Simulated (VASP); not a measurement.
# Mo (Pm-3m) in VASP: further runs

Runs on Mo. Level: LDA. Tasks: single point.

All numbers are computed with VASP 6.6.1; they aren't measurements. Logs are shortened: lines on timing, memory, paths and dates and some standing lists are left out, and cuts for length are marked.

### 1 The cell of the first run

It takes space group Pm-3m (No. 221, cubic). The conventional cell has a = 2.028 Å, b = 2.028 Å, c = 2.028 Å, α = 90.00°, β = 90.00°, γ = 90.00°. Mo (site symmetry m-3m) has 6 Mo at 2.03 Å within 2.7 Å.

### 2 Single point, LDA (volume scaled by 0.5)

File INCAR:

```
SYSTEM = Mo
PREC     = Accurate       ! precision mode
ENCUT    = 520            ! plane-wave cutoff, eV
EDIFF    = 1E-7           ! SCF threshold, eV
ISMEAR   = -1             ! smearing method
SIGMA    = 0.05           ! smearing width, eV
LREAL    = .False.        ! projectors in reciprocal space
LASPH    = .True.         ! aspherical terms in the spheres
NELM     = 80             ! most SCF steps
ALGO     = Normal         ! electronic algorithm
ISIF     = 2              ! what is computed and relaxed
LWAVE    = .False.        ! write WAVECAR
LCHARG   = .False.        ! write CHGCAR
NBANDS   = 13             ! bands
```

File KPOINTS:

```
regular mesh
0
Gamma
  17 17 17
  0 0 0
```

File POSCAR:

```
Mo
1.0
    2.0277033329      0.0000000000      0.0000000000
    0.0000000000      2.0277033329      0.0000000000
    0.0000000000      0.0000000000      2.0277033329
Mo
1
Direct
    0.0000000000      0.0000000000      0.0000000000
```

Potentials or basis: VASP PAW LDA potentials, release 64 (Mo_sv).

Command:

```
> cat potpaw_LDA.64/Mo_sv/POTCAR > POTCAR
> mpirun -np 1 vasp_std > vasp.out
```

OUTCAR:

```text
SYSTEM = Mo
   PREC = Accurate
   ENCUT = 520
   EDIFF = 1E-7
   ISMEAR = -1
   LREAL = .False.
   LASPH = .True.
   NELM = 80
   ISIF = 2

 ion  position               nearest neighbor table
   1  0.000  0.000  0.000-

  LATTYP: Found a simple cubic cell.
 ALAT       =     2.0277033329

  Lattice vectors:

 A1 = (   2.0277033329,   0.0000000000,   0.0000000000)
 A2 = (   0.0000000000,   2.0277033329,   0.0000000000)
 A3 = (   0.0000000000,   0.0000000000,   2.0277033329)

Analysis of symmetry for initial positions (statically):
=====================================================================
 Subroutine PRICEL returns:
 Original cell was already a primitive cell.

 Routine SETGRP: Setting up the symmetry group for a
 simple cubic supercell.

 Subroutine GETGRP returns: Found 48 space group operations
 (whereof 48 operations were pure point group operations)
 out of a pool of 48 trial point group operations.

The static configuration has the point symmetry O_h .

Analysis of symmetry for dynamics (positions and initial velocities):
=====================================================================
 Subroutine PRICEL returns:
 Original cell was already a primitive cell.

 Routine SETGRP: Setting up the symmetry group for a
 simple cubic supercell.

 Subroutine GETGRP returns: Found 48 space group operations
 (whereof 48 operations were pure point group operations)
 out of a pool of 48 trial point group operations.

The dynamic configuration has the point symmetry O_h .

 Subroutine INISYM returns: Found 48 space group operations
 (whereof 48 operations are pure point group operations),
 and found     1 'primitive' translations

----------------------------------------------------------------------------------------

                                     Primitive cell

  volume of cell :       8.3371

  direct lattice vectors                    reciprocal lattice vectors
     2.027703333  0.000000000  0.000000000     0.493168790  0.000000000  0.000000000
     0.000000000  2.027703333  0.000000000     0.000000000  0.493168790  0.000000000
     0.000000000  0.000000000  2.027703333     0.000000000  0.000000000  0.493168790

  length of vectors
     2.027703333  2.027703333  2.027703333     0.493168790  0.493168790  0.493168790

  position of ions in fractional coordinates (direct lattice)
     0.000000000  0.000000000  0.000000000

  ion indices of the primitive-cell ions
   primitive index   ion index
                 1           1

----------------------------------------------------------------------------------------

 KPOINTS: regular mesh

Automatic generation of k-mesh.
 Grid dimensions read from file:
 generate k-points for:   17   17   17

 Generating k-lattice:

  Cartesian coordinates                     Fractional coordinates (reciprocal lattice)
     0.029009929  0.000000000  0.000000000     0.058823529  0.000000000  0.000000000
     0.000000000  0.029009929  0.000000000     0.000000000  0.058823529  0.000000000
     0.000000000  0.000000000  0.029009929     0.000000000  0.000000000  0.058823529

  Length of vectors
     0.029009929  0.029009929  0.029009929

  Shift w.r.t. Gamma in fractional coordinates (k-lattice)
     0.000000000  0.000000000  0.000000000

 Subroutine IBZKPT returns following result:
 ===========================================

 Found    165 irreducible k-points:

 Following reciprocal coordinates:
            Coordinates               Weight
  0.000000  0.000000  0.000000      1.000000
  0.058824  0.000000  0.000000      6.000000
  0.117647  0.000000  0.000000      6.000000
  0.176471  0.000000  0.000000      6.000000
  0.235294  0.000000  0.000000      6.000000
  0.294118  0.000000  0.000000      6.000000
[... 16 lines left out ...]
  0.411765  0.117647  0.000000     24.000000
  0.470588  0.117647  0.000000     24.000000
 [... further k-points ...]
   k-points           NKPTS =    165   k-points in BZ     NKDIM =    165   number of bands    NBANDS=     13
   number of dos      NEDOS =    301   number of ions     NIONS =      1
   total plane-waves  NPLWV =   4096
   dimension x,y,z NGX =    16 NGY =   16 NGZ =   16
   dimension x,y,z NGXF=    32 NGYF=   32 NGZF=   32
   ions per type =               1
   NGX,Y,Z   is equivalent  to a cutoff of  13.12, 13.12, 13.12 a.u.
   NGXF,Y,Z  is equivalent  to a cutoff of  26.24, 26.24, 26.24 a.u.
 SYSTEM =  Mo
   PREC   = accura    normal or accurate (medium, high low for compatibility)
   ISTART =      0    job   : 0-new  1-cont  2-samecut
   ICHARG =      2    charge: 1-file 2-atom 10-const
   ISPIN  =      1    spin polarized calculation?
   LNONCOLLINEAR =      F non collinear calculations
   LSORBIT =      F    spin-orbit coupling
   LASPH  =      T    aspherical Exc in radial PAW
   ENCUT  =  520.0 eV  38.22 Ry    6.18 a.u.   3.77  3.77  3.77*2*pi/ulx,y,z
   NELM   =     80;   NELMIN=  2; NELMDL= -5     # of ELM steps
   EDIFF  = 0.1E-06   stopping-criterion for ELM
   LREAL  =      F    real-space projection
   EDIFFG = 0.1E-05   stopping-criterion for IOM
   NSW    =      0    number of steps for IOM
   IBRION =     -1    ionic relax: 0-MD 1-quasi-New 2-CG
   NFREE  =      0    steps in history (QN), initial steepest desc. (CG)
   ISIF   =      2    stress and relaxation
   ISYM   =      2    0-nonsym 1-usesym 2-fastsym
   POTIM  = 0.5000    time-step for ionic-motion
   TEBEG  =    0.0;   TEEND  =   0.0 temperature during run
   PSTRESS=    0.0 pullay stress
   NELECT =      14.0000    total number of electrons
   NUPDOWN=      -1.0000    fix difference up-down
   EMIN   =  10.00;   EMAX   =-10.00  energy-range for DOS
   EFERMI =   0.00;   METHOD = LEGACY
   ISMEAR =    -1;   SIGMA  =   0.05  broadening in eV -4-tet -1-fermi 0-gaus
   EFERMI_NEDOS =   21; number of points for ismear=-14 and -15
   IALGO  =     38    algorithm
   IMIX   =      4    mixing-type and parameters
     AMIX     =   0.40;   BMIX     =  1.00
     AMIX_MAG =   1.60;   BMIX_MAG =  1.00
  volume/ion in A,a.u.               =       8.34        56.26
  Fermi-wavevector in a.u.,A,eV,Ry     =   1.945867  3.677155 51.517064  3.786397
  Thomas-Fermi vector in A             =   2.974476
   LORBIT       =      0    0 simple, 1 ext, 2 COOP (PROOUT), +10 PAW based schemes
   GGA     = CA    functional components
   LHFCALC =     F    Hartree Fock is set to
   AEXX    =    0.0000 exact exchange contribution
   IVDW    =     0    specifies the selected vdW correction
   LEPSILON=     F    determine dielectric tensor
   LRPA    =     F    only Hartree local field effects (RPA)
 non-spin polarized calculation
  energy-cutoff  :      520.00
  volume of cell :        8.34
 maximum number of plane-waves:       251
 NGX is ok and might be reduce to    16
   NGX =  7   NGY =  7   NGZ =  7

 number of electron      14.0000004 magnetization

 Free energy of the ion-electron system (eV)
  ---------------------------------------------------
  ext. energy  EPLUGINS =         0.00000000
  ---------------------------------------------------
  free energy    TOTEN  =        -1.76802307 eV

  energy without entropy =       -1.76227004  energy(sigma->0) =       -1.76514656

 E-fermi :  25.4876     XC(G=0): -17.3107

 val. band max:       25.4870180880   @ k =   0.4706   0.0000   0.0000
 cond. band min:      25.5378442591   @ k =   0.3529   0.3529   0.1765
 fundamental gap:      0.0508261711
 Fermi energy:        25.4876499142

 k-point     1 :       0.0000    0.0000    0.0000
  band No.  band energies     occupation
      1     -39.2394      2.00000
      2      -7.3942      2.00000
      3      -7.3942      2.00000
      4      -7.3942      2.00000
      5      14.9870      2.00000
      6      14.9870      2.00000
      7      18.3834      2.00000
      8      35.0115      0.00000
      9      35.0115      0.00000
     10      35.0115      0.00000
     11      49.0174      0.00000
     12      49.0174      0.00000
     13      49.0174      0.00000

 k-point     2 :       0.0588    0.0000    0.0000
  band No.  band energies     occupation
      1     -39.1793      2.00000
      2      -7.8213      2.00000
      3      -7.3586      2.00000
      4      -7.3586      2.00000
      5      15.0512      2.00000
      6      15.4364      2.00000
      7      18.6513      2.00000
      8      34.4518      0.00000
      9      34.4518      0.00000
     10      35.0480      0.00000
     11      48.1410      0.00000
     12      49.5566      0.00000
     13      49.5566      0.00000

 k-point     3 :       0.1176    0.0000    0.0000
  band No.  band energies     occupation
      1     -39.0043      2.00000
      2      -8.9600      2.00000
      3      -7.2556      2.00000
      4      -7.2556      2.00000
      5      15.2385      2.00000
      6      16.4697      2.00000
      7      19.6065      2.00000
      8      33.0609      0.00000
      9      33.0609      0.00000
     10      35.1533      0.00000
     11      46.1721      0.00000
     12      50.8199      0.00000
     13      50.8199      0.00000
[... 305 lines left out ...]
 k-point    23 :       0.4118    0.1176    0.0000
  band No.  band energies     occupation
      1     -37.0859      2.00000
      2     -15.8662      2.00000
      3      -7.7764      2.00000
      4      -6.2162      2.00000
      5      18.1706      2.00000
      6      21.1220      2.00000
      7      23.1941      2.00000
      8      26.1612      0.00000
      9      30.7386      0.00000
     10      34.4229      0.00000
     11      42.1571      0.00000
     12      44.0117      0.00000
     13      53.1047      0.00000

 k-point    24 :       0.4706    0.1176    0.0000
  band No.  band energies     occupation
      1     -36.9183      2.00000
      2     -16.3738      2.00000
      3      -7.6825      2.00000
      4      -6.1351      2.00000
      5      18.3691      2.00000
      6      21.0273      2.00000
      7      23.2974      2.00000
      8      25.7182      0.01967
      9      30.7010      0.00000
     10      34.5268      0.00000
     11      41.7592      0.00000
     12      45.7316      0.00000
     13      54.0686      0.00000

 [... further k-points ...]
[... 5 lines left out ...]
  --------------------------------------------------------------------------------------
  -------------------------------------------------------------------------------------
  Total       33.1917048     33.1917048     33.1917048      0.0000000     -0.0000000      0.0000000
  in kB     6378.6224468   6378.6224468   6378.6224468      0.0000000     -0.0000000      0.0000000
  external PRESSURE =    6378.6224468 kB  Pullay stress =       0.0000000 kB

 VOLUME and BASIS-vectors are now :
 -----------------------------------------------------------------------------
  energy-cutoff  :      520.00
  volume of cell :        8.34
      direct lattice vectors                 reciprocal lattice vectors
     2.027703333  0.000000000  0.000000000     0.493168790  0.000000000  0.000000000
     0.000000000  2.027703333  0.000000000     0.000000000  0.493168790  0.000000000
     0.000000000  0.000000000  2.027703333     0.000000000  0.000000000  0.493168790

 POSITION                                       TOTAL-FORCE (eV/Angst)
 -----------------------------------------------------------------------------------
      0.00000      0.00000      0.00000         0.000000      0.000000      0.000000
 -----------------------------------------------------------------------------------
    total drift:                                0.000000      0.000000      0.000000

  FREE ENERGIE OF THE ION-ELECTRON SYSTEM (eV)
  ---------------------------------------------------
  free  energy   TOTEN  =        -1.7680230743 eV

  energy  without entropy=       -1.7622700376  energy(sigma->0) =       -1.76514656
```

Wall time 5.4 s (1 thread of Intel Xeon Platinum 8488C (Sapphire Rapids), shared host); peak memory 0.12 GiB.

The run converged, but its numbers aren't listed here, since they failed a check.

(Part 1 of 2 ends here.)
